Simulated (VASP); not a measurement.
# WC (P-6m2) in VASP: further runs, part 2 of 3

VASP 6.6.1. Earlier steps stand in the parts before.

## 3. Electric field gradients, PBEsol (equal xx and yy strain of -2 %)

The input, INCAR:

```
SYSTEM = WC
PREC = Accurate
ENCUT = 520
EDIFF = 1E-8
ISMEAR = -1
SIGMA = 0.05
LREAL = .False.
LASPH = .True.
NELM = 100
ALGO = Normal
ISIF = 2
LWAVE = .False.
LCHARG = .False.
GGA = PS
LEFG = .True.
NBANDS = 16
```

The input, KPOINTS:

```
regular mesh
0
Gamma
  14 14 13
  0 0 0
```

The input, POSCAR:

```
WC
1.0
    2.8424914073      0.0000000000      0.0000000000
   -1.4212457036      2.4616697688      0.0000000000
    0.0000000000      0.0000000000      2.8290000000
W C
1 1
Direct
    0.0000000000      0.0000000000      0.0000000000
    0.6666666667      0.3333333333      0.5000000000
```

Potentials or basis: VASP PAW PBE potentials, release 64 (W_sv, C).

Started as:

```console
> cat potpaw_PBE.64/W_sv/POTCAR potpaw_PBE.64/C/POTCAR > POTCAR
> mpirun -np 1 vasp_std > vasp.out
```

OUTCAR:

```text
SYSTEM = WC
   PREC = Accurate
   ENCUT = 520
   EDIFF = 1E-8
   ISMEAR = -1
   LREAL = .False.
   LASPH = .True.
   NELM = 100
   ISIF = 2
   GGA = PS

 ion  position               nearest neighbor table
   1  0.000  0.000  0.000-   2 2.17   2 2.17   2 2.17   2 2.17   2 2.17   2 2.17
   2  0.667  0.333  0.500-   1 2.17   1 2.17   1 2.17   1 2.17   1 2.17   1 2.17

  LATTYP: Found a hexagonal cell.
 ALAT       =     2.8424914073
 C/A-ratio  =     0.9952536682

  Lattice vectors:

 A1 = (   2.8424914073,   0.0000000000,   0.0000000000)
 A2 = (  -1.4212457036,   2.4616697688,   0.0000000000)
 A3 = (   0.0000000000,   0.0000000000,   2.8290000000)

Analysis of symmetry for initial positions (statically):
=====================================================================
 Subroutine PRICEL returns:
 Original cell was already a primitive cell.

 Routine SETGRP: Setting up the symmetry group for a
 hexagonal supercell.
[... 645 lines left out ...]
  volume of cell :       19.80
      direct lattice vectors                 reciprocal lattice vectors
     2.842491407  0.000000000  0.000000000     0.351804054  0.203114165  0.000000000
    -1.421245704  2.461669769  0.000000000     0.000000000  0.406228330  0.000000000
     0.000000000  0.000000000  2.829000000     0.000000000  0.000000000  0.353481796

 POSITION                                       TOTAL-FORCE (eV/Angst)
 -----------------------------------------------------------------------------------
      0.00000      0.00000      0.00000        -0.000000      0.000000      0.000000
      1.42125      0.82056      1.41450         0.000000      0.000000      0.000000
 -----------------------------------------------------------------------------------
    total drift:                               -0.000000      0.000000      0.000000

  FREE ENERGIE OF THE ION-ELECTRON SYSTEM (eV)
  ---------------------------------------------------
  free  energy   TOTEN  =       -23.8450085342 eV

  energy  without entropy=      -23.8427294331  energy(sigma->0) =      -23.84386898

 Electric field gradients (V/A^2)
---------------------------------------------------------------------
 ion       V_xx      V_yy      V_zz      V_xy      V_xz      V_yz
---------------------------------------------------------------------
   1      59.142    59.142  -118.284    -0.000     0.000    -0.000
   2      -0.252    -0.252     0.504     0.000    -0.000    -0.000
---------------------------------------------------------------------

 Electric field gradients after diagonalization (V/A^2)
 (convention: |V_zz| > |V_xx| > |V_yy|)
----------------------------------------------------------------------
 ion       V_xx      V_yy      V_zz     asymmetry (V_yy - V_xx)/ V_zz
----------------------------------------------------------------------
   1      59.142    59.142  -118.284       0.000
   2      -0.252    -0.252     0.504       0.001
----------------------------------------------------------------------

           NMR quadrupolar parameters

 Cq : quadrupolar parameter    Cq=e*Q*V_zz/h
 eta: asymmetry parameters     (V_yy - V_xx)/ V_zz
 Q  : nuclear electric quadrupole moment in mb (millibarn)
----------------------------------------------------------------------
 ion       Cq(MHz)       eta       Q (mb)
----------------------------------------------------------------------
   1      -0.286       0.000       1.000
   2       0.001       0.001       1.000
----------------------------------------------------------------------
```

OSZICAR:

```text
N       E                     dE             d eps       ncg     rms          rms(c)
DAV:   1     0.108447133613E+03    0.10845E+03   -0.94524E+03  5400   0.126E+03
DAV:   2    -0.235556477504E+02   -0.13200E+03   -0.12778E+03  6336   0.338E+02
DAV:   3    -0.267085277753E+02   -0.31529E+01   -0.31415E+01  6032   0.497E+01
DAV:   4    -0.267239325152E+02   -0.15405E-01   -0.15404E-01  6888   0.390E+00
DAV:   5    -0.267240380842E+02   -0.10557E-03   -0.10557E-03  6048   0.305E-01    0.362E+01
DAV:   6    -0.239370113643E+02    0.27870E+01   -0.51297E+00  6568   0.248E+01    0.106E+01
DAV:   7    -0.238776690202E+02    0.59342E-01   -0.35718E-01  5632   0.460E+00    0.693E+00
DAV:   8    -0.238458650940E+02    0.31804E-01   -0.51762E-02  6200   0.184E+00    0.923E-01
DAV:   9    -0.238451348237E+02    0.73027E-03   -0.22321E-03  5976   0.352E-01    0.109E-01
DAV:  10    -0.238450095863E+02    0.12524E-03   -0.24381E-04  6624   0.189E-01    0.404E-02
DAV:  11    -0.238450090703E+02    0.51593E-06   -0.10378E-05  6160   0.322E-02    0.689E-03
DAV:  12    -0.238450085792E+02    0.49113E-06   -0.16128E-06  6096   0.106E-02    0.719E-04
DAV:  13    -0.238450085536E+02    0.25629E-07   -0.68167E-08  6312   0.219E-03    0.323E-04
DAV:  14    -0.238450085337E+02    0.19906E-07   -0.10130E-09  3520   0.298E-04    0.791E-05
DAV:  15    -0.238450085342E+02   -0.54160E-09   -0.51122E-11  2848   0.807E-05
   1 F= -.23845009E+02 E0= -.23843869E+02  d E =-.227910E-02
```

Run time: 68 s. Hardware: 1 thread of Intel Xeon Platinum 8259CL at 2.50GHz (Skylake/Cascade Lake), shared host; peak memory 0.18 GiB.

Results:

| Property | Result |
| --- | --- |
| Free energy | -23.8450 eV |
| Pressure | 17.9 GPa |
| Band gap on the k mesh | zero (band 9 reaches 12.25 eV, above the bottom of band 10 at 10.98 eV) |

Stress tensor (GPa, compression positive):
```
22.25  0.00  0.00
 0.00 22.25  0.00
 0.00  0.00  9.30
```

Levels at points of the mesh, in eV from the Fermi level:
| k point | band 7 | band 8 | band 9 | band 10 | band 11 | band 12 |
| --- | --- | --- | --- | --- | --- | --- |
| (0.00, 0.00, 0.00) | -3.39 | -3.39 | -0.07 | 3.41 | 3.41 | 5.83 |
| (0.50, 0.00, 0.00) | -4.06 | -3.82 | -0.33 | 2.39 | 4.97 | 5.45 |

Electric field gradients, principal values (V/Å²):
```tsv
atom	least	middle	greatest (by size)
1 W	59.142	59.142	-118.284
2 C	-0.252	-0.252	0.504
```

Caveat: the cell differs from its parent crystal (equal xx and yy strain of -2 %); without QUAD_EFG the Cq values of the log hold for a quadrupole moment of 1 mb, not for the nuclei; the PAW data sets were made with another functional, which shifts forces and pressure a little; spin-orbit coupling is left out, which moves the levels of the heavy elements.

## 4. Electric field gradients, PBEsol (volume scaled by 0.98)

INCAR is that of step 3.

The input, KPOINTS:

```
Automatic mesh
0
Gamma
  14 14 13
  0 0 0
```

The input, POSCAR:

```
WC
1.0
    2.8810343969      0.0000000000      0.0000000000
   -1.4405171984      2.4950489769      0.0000000000
    0.0000000000      0.0000000000      2.8100128507
W C
1 1
Direct
    0.0000000000      0.0000000000      0.0000000000
    0.6666666667      0.3333333333      0.5000000000
```

Potentials or basis: VASP PAW PBE potentials, release 64 (W_sv, C).

Started as:

```console
> cat potpaw_PBE.64/W_sv/POTCAR potpaw_PBE.64/C/POTCAR > POTCAR
> mpirun -np 1 vasp_std > vasp.out
```

OUTCAR:

```text
SYSTEM = WC
   PREC = Accurate
   ENCUT = 520
   EDIFF = 1E-8
   ISMEAR = -1
   LREAL = .False.
   LASPH = .True.
   NELM = 100
   ISIF = 2
   GGA = PS

 ion  position               nearest neighbor table
   1  0.000  0.000  0.000-   2 2.18   2 2.18   2 2.18   2 2.18   2 2.18   2 2.18
   2  0.667  0.333  0.500-   1 2.18   1 2.18   1 2.18   1 2.18   1 2.18   1 2.18

  LATTYP: Found a hexagonal cell.
 ALAT       =     2.8810343969
 C/A-ratio  =     0.9753485948

  Lattice vectors:

 A1 = (   2.8810343969,   0.0000000000,   0.0000000000)
 A2 = (  -1.4405171984,   2.4950489769,   0.0000000000)
 A3 = (   0.0000000000,   0.0000000000,   2.8100128507)

Analysis of symmetry for initial positions (statically):
=====================================================================
 Subroutine PRICEL returns:
 Original cell was already a primitive cell.

 Routine SETGRP: Setting up the symmetry group for a
 hexagonal supercell.

 Subroutine GETGRP returns: Found 12 space group operations
 (whereof 12 operations were pure point group operations)
 out of a pool of 24 trial point group operations.

The static configuration has the point symmetry D_3h.

Analysis of symmetry for dynamics (positions and initial velocities):
=====================================================================
 Subroutine PRICEL returns:
 Original cell was already a primitive cell.

 Routine SETGRP: Setting up the symmetry group for a
 hexagonal supercell.

 Subroutine GETGRP returns: Found 12 space group operations
 (whereof 12 operations were pure point group operations)
 out of a pool of 24 trial point group operations.

The dynamic configuration has the point symmetry D_3h.

[... 150 lines left out ...]
 fundamental gap:      0.0616007571
 Fermi energy:        11.3229177176

 k-point     1 :       0.0000    0.0000    0.0000
  band No.  band energies     occupation
      1     -62.5551      2.00000
      2     -26.5414      2.00000
      3     -26.4292      2.00000
      4     -26.4292      2.00000
      5      -3.3157      2.00000
      6       6.8347      2.00000
[... 433 lines left out ...]
      3     -26.9824      2.00000
      4     -26.4021      2.00000
      5       0.9214      2.00000
      6       4.5525      2.00000
[... 8 lines left out ...]
     15      26.9778      0.00000
     16      27.9488      0.00000

 [... further k-points ...]
[... 5 lines left out ...]
  --------------------------------------------------------------------------------------
  -------------------------------------------------------------------------------------
  Total        1.0895608      1.0895608      1.3323345      0.0000000     -0.0000000     -0.0000000
  in kB       86.4223823     86.4223823    105.6788385      0.0000000     -0.0000000     -0.0000000
  external PRESSURE =      92.8412010 kB  Pullay stress =       0.0000000 kB

 VOLUME and BASIS-vectors are now :
 -----------------------------------------------------------------------------
  energy-cutoff  :      520.00
  volume of cell :       20.20
      direct lattice vectors                 reciprocal lattice vectors
     2.881034397  0.000000000  0.000000000     0.347097557  0.200396868  0.000000000
    -1.440517198  2.495048977  0.000000000     0.000000000  0.400793736  0.000000000
     0.000000000  0.000000000  2.810012851     0.000000000  0.000000000  0.355870259

 POSITION                                       TOTAL-FORCE (eV/Angst)
 -----------------------------------------------------------------------------------
      0.00000      0.00000      0.00000        -0.000000      0.000000      0.000000
      1.44052      0.83168      1.40501         0.000000     -0.000000      0.000000
 -----------------------------------------------------------------------------------
    total drift:                                0.000000     -0.000000      0.000000

  FREE ENERGIE OF THE ION-ELECTRON SYSTEM (eV)
  ---------------------------------------------------
  free  energy   TOTEN  =       -23.8884239000 eV

  energy  without entropy=      -23.8857706347  energy(sigma->0) =      -23.88709727

 Electric field gradients (V/A^2)
---------------------------------------------------------------------
 ion       V_xx      V_yy      V_zz      V_xy      V_xz      V_yz
---------------------------------------------------------------------
   1      75.127    75.128  -150.255     0.000     0.000    -0.000
   2       0.055     0.056    -0.111     0.000    -0.000    -0.000
---------------------------------------------------------------------

 Electric field gradients after diagonalization (V/A^2)
 (convention: |V_zz| > |V_xx| > |V_yy|)
----------------------------------------------------------------------
 ion       V_xx      V_yy      V_zz     asymmetry (V_yy - V_xx)/ V_zz
----------------------------------------------------------------------
   1      75.128    75.127  -150.255       0.000
   2       0.056     0.055    -0.111       0.007
----------------------------------------------------------------------

           NMR quadrupolar parameters

 Cq : quadrupolar parameter    Cq=e*Q*V_zz/h
 eta: asymmetry parameters     (V_yy - V_xx)/ V_zz
 Q  : nuclear electric quadrupole moment in mb (millibarn)
----------------------------------------------------------------------
 ion       Cq(MHz)       eta       Q (mb)
----------------------------------------------------------------------
   1      -0.363       0.000       1.000
   2      -0.000       0.007       1.000
----------------------------------------------------------------------
```

stdout:

```text
POSCAR found type information on POSCAR W C
 POSCAR found :  2 types and       2 ions
 scaLAPACK will be used
 -----------------------------------------------------------------------------
|                                                                             |
|                                                                             |
|     You enforced a specific xc type in the INCAR file but a different       |
|     I HOPE YOU KNOW WHAT YOU ARE DOING!                                     |
|                                                                             |
 -----------------------------------------------------------------------------

 LDA part: xc-table for (Slater+PW92), standard interpolation
 POSCAR, INCAR and KPOINTS ok, starting setup
 FFT: planning ... GRIDC
 FFT: planning ... GRID_SOFT
 FFT: planning ... GRID
 WAVECAR not read
 entering main loop
ion   1

ion   2
```

Run time: 64 s. Hardware: 1 thread of Intel Xeon Platinum 8259CL at 2.50GHz (Skylake/Cascade Lake), shared host; peak memory 0.18 GiB.

Results:

* Free energy: -23.8884 eV
* Pressure: 9.3 GPa
* Band gap on the k mesh: zero (band 9 reaches 12.09 eV, above the bottom of band 10 at 10.71 eV)

Stress tensor (GPa, compression positive):
```
 8.64  0.00  0.00
 0.00  8.64  0.00
 0.00  0.00 10.57
```

Electric field gradients, principal values (V/Å²):
```tsv
atom	least	middle	greatest (by size)
1 W	75.127	75.128	-150.255
2 C	0.055	0.056	-0.111
```

Caveat: without QUAD_EFG the Cq values of the log hold for a quadrupole moment of 1 mb, not for the nuclei; the PAW data sets were made with another functional, which shifts forces and pressure a little; spin-orbit coupling is left out, which moves the levels of the heavy elements.

[end of part 2 of 3]
